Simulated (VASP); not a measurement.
# Sn (Im-3m) in VASP: notebook

Runs on Sn. Level: LDA. Tasks: single point.

All numbers are computed with VASP 6.6.1; they aren't measurements. Logs are shortened: lines on timing, memory, paths and dates and some standing lists are left out, and cuts for length are marked.

## Step 1: The cell of the first run

Symmetry: Im-3m, No. 229, cubic system. The conventional cell has a = 3.461 Å, b = 3.461 Å, c = 3.461 Å, α = 90.00°, β = 90.00°, γ = 90.00°. Within 3.9 Å of Sn (site symmetry m-3m) lie 14 Sn at 3.00 to 3.46 Å.

## Step 2: Single point, LDA

Contents of INCAR:

```
SYSTEM = Sn
PREC = Accurate ; ENCUT = 520
EDIFF = 1E-7 ; ISMEAR = 1
SIGMA = 0.1 ; LREAL = .FALSE.
LASPH = .TRUE. ; NELM = 80
ALGO = Normal ; ISIF = 2
LWAVE = .FALSE. ; LCHARG = .FALSE.
NBANDS = 13
```

Contents of KPOINTS:

```
regular mesh
0
G
  12 12 12
  0 0 0
```

Contents of POSCAR:

```
Sn
1.0
   -1.7306648226      1.7306648226      1.7306648226
    1.7306648226     -1.7306648226      1.7306648226
    1.7306648226      1.7306648226     -1.7306648226
Sn
1
Direct
    0.0000000000      0.0000000000      0.0000000000
```

Potentials or basis: VASP PAW LDA potentials, release 64 (Sn_d).

Command:

```
$ cat potpaw_LDA.64/Sn_d/POTCAR > POTCAR
$ mpirun -np 1 vasp_std > vasp.out
```

OUTCAR:

```text
SYSTEM = Sn
   PREC = Accurate
   ENCUT = 520
   EDIFF = 1E-7
   ISMEAR = 1
   LREAL = .FALSE.
   LASPH = .TRUE.
   NELM = 80
   ISIF = 2

 ion  position               nearest neighbor table
   1  0.000  0.000  0.000-

  LATTYP: Found a body centered cubic cell.
 ALAT       =     3.4613296452

  Lattice vectors:

 A1 = (  -1.7306648226,   1.7306648226,   1.7306648226)
 A2 = (   1.7306648226,  -1.7306648226,   1.7306648226)
 A3 = (   1.7306648226,   1.7306648226,  -1.7306648226)

Analysis of symmetry for initial positions (statically):
=====================================================================
 Subroutine PRICEL returns:
 Original cell was already a primitive cell.

 Routine SETGRP: Setting up the symmetry group for a
 body centered cubic supercell.

 Subroutine GETGRP returns: Found 48 space group operations
 (whereof 48 operations were pure point group operations)
 out of a pool of 48 trial point group operations.

The static configuration has the point symmetry O_h .

Analysis of symmetry for dynamics (positions and initial velocities):
=====================================================================
 Subroutine PRICEL returns:
 Original cell was already a primitive cell.

 Routine SETGRP: Setting up the symmetry group for a
 body centered cubic supercell.

 Subroutine GETGRP returns: Found 48 space group operations
 (whereof 48 operations were pure point group operations)
 out of a pool of 48 trial point group operations.

The dynamic configuration has the point symmetry O_h .

 Subroutine INISYM returns: Found 48 space group operations
 (whereof 48 operations are pure point group operations),
 and found     1 'primitive' translations

----------------------------------------------------------------------------------------

                                     Primitive cell

  volume of cell :      20.7348

  direct lattice vectors                    reciprocal lattice vectors
    -1.730664823  1.730664823  1.730664823     0.000000000  0.288906317  0.288906317
     1.730664823 -1.730664823  1.730664823     0.288906317  0.000000000  0.288906317
     1.730664823  1.730664823 -1.730664823     0.288906317  0.288906317  0.000000000

  length of vectors
     2.997599404  2.997599404  2.997599404     0.408575232  0.408575232  0.408575232

  position of ions in fractional coordinates (direct lattice)
     0.000000000  0.000000000  0.000000000

  ion indices of the primitive-cell ions
[... 76 lines left out ...]
   EDIFFG = 0.1E-05   stopping-criterion for IOM
   NSW    =      0    number of steps for IOM
   IBRION =     -1    ionic relax: 0-MD 1-quasi-New 2-CG
   NFREE  =      0    steps in history (QN), initial steepest desc. (CG)
   ISIF   =      2    stress and relaxation
   ISYM   =      2    0-nonsym 1-usesym 2-fastsym
   POTIM  = 0.5000    time-step for ionic-motion
   TEBEG  =    0.0;   TEEND  =   0.0 temperature during run
   PSTRESS=    0.0 pullay stress
   NELECT =      14.0000    total number of electrons
   NUPDOWN=      -1.0000    fix difference up-down
   EMIN   =  10.00;   EMAX   =-10.00  energy-range for DOS
   EFERMI =   0.00;   METHOD = LEGACY
   ISMEAR =     1;   SIGMA  =   0.10  broadening in eV -4-tet -1-fermi 0-gaus
   EFERMI_NEDOS =   21; number of points for ismear=-14 and -15
   IALGO  =     38    algorithm
   IMIX   =      4    mixing-type and parameters
     AMIX     =   0.40;   BMIX     =  1.00
     AMIX_MAG =   1.60;   BMIX_MAG =  1.00
  volume/ion in A,a.u.               =      20.73       139.93
  Fermi-wavevector in a.u.,A,eV,Ry     =   1.436210  2.714043 28.064717  2.062699
  Thomas-Fermi vector in A             =   2.555423
   LORBIT       =      0    0 simple, 1 ext, 2 COOP (PROOUT), +10 PAW based schemes
   GGA     = CA    functional components
   LHFCALC =     F    Hartree Fock is set to
   AEXX    =    0.0000 exact exchange contribution
   IVDW    =     0    specifies the selected vdW correction
   LEPSILON=     F    determine dielectric tensor
   LRPA    =     F    only Hartree local field effects (RPA)
 non-spin polarized calculation
 Methfessel and Paxton  Order N= 1 SIGMA  =   0.10
  energy-cutoff  :      520.00
  volume of cell :       20.73
 maximum number of plane-waves:       586
 NGX is ok and might be reduce to    24
   NGX = 11   NGY = 11   NGZ = 11

 number of electron      14.0000006 magnetization

 Free energy of the ion-electron system (eV)
  ---------------------------------------------------
  ext. energy  EPLUGINS =         0.00000000
  ---------------------------------------------------
  free energy    TOTEN  =        -4.20728263 eV

  energy without entropy =       -4.20705366  energy(sigma->0) =       -4.20720630

 E-fermi :  11.5614     XC(G=0): -11.9428

 val. band max:       11.5426042320   @ k =   0.2500   0.2500   0.1667
 cond. band min:      11.6081509639   @ k =   0.5000   0.5000   0.3333
 fundamental gap:      0.0655467319
 Fermi energy:        11.5613915764

 k-point     1 :       0.0000    0.0000    0.0000
  band No.  band energies     occupation
      1     -10.1880      2.00000
      2     -10.1880      2.00000
      3     -10.1880      2.00000
      4      -9.8792      2.00000
      5      -9.8792      2.00000
      6      -1.7957      2.00000
      7      22.2565      0.00000
      8      22.2565      0.00000
      9      22.2565      0.00000
     10      24.2096      0.00000
     11      24.2096      0.00000
     12      24.2096      0.00000
     13      26.6547      0.00000
[... 354 lines left out ...]
  band No.  band energies     occupation
      1     -10.2775      2.00000
      2     -10.1639      2.00000
      3      -9.8932      2.00000
      4      -9.8848      2.00000
      5      -9.7494      2.00000
      6       5.0637      2.00000
      7       6.0694      2.00000
      8      13.9167      0.00000
      9      15.2990      0.00000
     10      23.9879      0.00000
     11      24.2209      0.00000
     12      29.4286      0.00000
     13      29.8795      0.00000

 [... further k-points ...]
[... 5 lines left out ...]
  --------------------------------------------------------------------------------------
  -------------------------------------------------------------------------------------
  Total        2.6087013      2.6087013      2.6087013     -0.0000000     -0.0000000     -0.0000000
  in kB      201.5747087    201.5747087    201.5747087     -0.0000000     -0.0000000     -0.0000000
  external PRESSURE =     201.5747087 kB  Pullay stress =       0.0000000 kB

 VOLUME and BASIS-vectors are now :
 -----------------------------------------------------------------------------
  energy-cutoff  :      520.00
  volume of cell :       20.73
      direct lattice vectors                 reciprocal lattice vectors
    -1.730664823  1.730664823  1.730664823     0.000000000  0.288906317  0.288906317
     1.730664823 -1.730664823  1.730664823     0.288906317  0.000000000  0.288906317
     1.730664823  1.730664823 -1.730664823     0.288906317  0.288906317  0.000000000

 POSITION                                       TOTAL-FORCE (eV/Angst)
 -----------------------------------------------------------------------------------
      0.00000      0.00000      0.00000        -0.000000      0.000000      0.000000
 -----------------------------------------------------------------------------------
    total drift:                                0.000000      0.000000     -0.000000

  FREE ENERGIE OF THE ION-ELECTRON SYSTEM (eV)
  ---------------------------------------------------
  free  energy   TOTEN  =        -4.2072826293 eV

  energy  without entropy=       -4.2070536555  energy(sigma->0) =       -4.20720630
```

OSZICAR:

```text
N       E                     dE             d eps       ncg     rms          rms(c)
DAV:   1     0.783466033504E+02    0.78347E+02   -0.71869E+03  1962   0.177E+03
DAV:   2     0.720467124390E+00   -0.77626E+02   -0.74946E+02  2017   0.345E+02
DAV:   3    -0.415451396888E+01   -0.48750E+01   -0.48444E+01  2240   0.703E+01
DAV:   4    -0.424179001633E+01   -0.87276E-01   -0.87257E-01  2192   0.970E+00
DAV:   5    -0.424438338449E+01   -0.25934E-02   -0.25931E-02  2323   0.166E+00    0.227E+00
DAV:   6    -0.421907885574E+01    0.25305E-01   -0.14474E-02  2382   0.240E+00    0.124E+00
DAV:   7    -0.420784093437E+01    0.11238E-01   -0.95471E-03  2568   0.179E+00    0.127E-01
DAV:   8    -0.420728206713E+01    0.55887E-03   -0.75712E-04  2307   0.521E-01    0.238E-02
DAV:   9    -0.420728325916E+01   -0.11920E-05   -0.15624E-05  2535   0.570E-02    0.112E-02
DAV:  10    -0.420728262469E+01    0.63448E-06   -0.14252E-06  2347   0.206E-02    0.110E-03
DAV:  11    -0.420728262933E+01   -0.46407E-08   -0.24487E-08  1521   0.168E-03
   1 F= -.42072826E+01 E0= -.42072063E+01  d E =-.228974E-03
```

Wall time 9.8 s (1 thread of Intel Xeon 6975P-C, shared host); peak memory 0.14 GiB.

Results:

```yaml
Free_energy: -4.2073 eV
Pressure: 20.2 GPa
Band_gap_on_the_k_mesh: zero (band 7 reaches 22.26 eV, above the bottom of band 8 at 8.16 eV)
```

Levels at points of the mesh, in eV from the Fermi level:
| k point | band 3 | band 4 | band 5 | band 6 | band 7 | band 8 | band 9 | band 10 | band 11 | band 12 |
| --- | --- | --- | --- | --- | --- | --- | --- | --- | --- | --- |
| (0.00, 0.00, 0.00) | -21.75 | -21.44 | -21.44 | -13.36 | 10.70 | 10.70 | 10.70 | 12.65 | 12.65 | 12.65 |
| (0.50, 0.00, 0.00) | -21.46 | -21.45 | -21.25 | -6.79 | -5.94 | 4.54 | 6.28 | 9.44 | 9.84 | 17.50 |
| (0.50, 0.50, 0.50) | -21.30 | -21.30 | -21.30 | -0.84 | -0.84 | -0.84 | -0.77 | 3.94 | 3.94 | 19.59 |

Caveat: spin-orbit coupling is left out, which moves the levels of the heavy elements.

## Step 3: Single point, LDA

This run uses another cell than the first one, of 22.42 Å³/atom, 1.081 times its volume.

Contents of INCAR:

```
ALGO = Normal
EDIFF = 1E-6
ENCUT = 520
ISIF = 2
ISMEAR = 1
LASPH = True
LCHARG = False
LREAL = False
LWAVE = False
NBANDS = 13
NELM = 60
PREC = Accurate
SIGMA = 0.1
```

Contents of KPOINTS:

```
k-points
0
Gamma
  12 12 12
```

Contents of POSCAR:

```
Sn
1.0
   -1.7762630991      1.7762630991      1.7762630991
    1.7762630991     -1.7762630991      1.7762630991
    1.7762630991      1.7762630991     -1.7762630991
Sn
1
Direct
    0.0000000000      0.0000000000      0.0000000000
```

Potentials or basis: VASP PAW LDA potentials, release 64 (Sn_d).

Command:

```
$ cat potpaw_LDA.64/Sn_d/POTCAR > POTCAR
$ mpirun -np 1 vasp_std > vasp.out
```

It took 7.8 s on 1 thread of Intel Xeon 6975P-C, shared host; peak memory 0.14 GiB.

Results (log left out):

| Property | Result |
| --- | --- |
| Free energy | -4.3635 eV |
| Pressure | 10.1 GPa |
| Band gap on the k mesh | zero (band 7 reaches 20.17 eV, above the bottom of band 8 at 7.28 eV) |

Levels at points of the mesh, in eV from the Fermi level:
| k point | band 4 | band 5 | band 6 | band 7 | band 8 | band 9 | band 10 | band 11 |
| --- | --- | --- | --- | --- | --- | --- | --- | --- |
| (0.00, 0.00, 0.00) | -21.45 | -21.45 | -12.70 | 9.73 | 9.73 | 9.73 | 12.49 | 12.49 |
| (0.50, 0.00, 0.00) | -21.46 | -21.30 | -6.75 | -5.52 | 4.17 | 6.00 | 9.04 | 9.20 |
| (0.50, 0.50, 0.50) | -21.34 | -21.34 | -1.42 | -0.79 | -0.79 | -0.79 | 3.87 | 3.87 |

Caveat: spin-orbit coupling is left out, which moves the levels of the heavy elements.

[end of part 1 of 2]
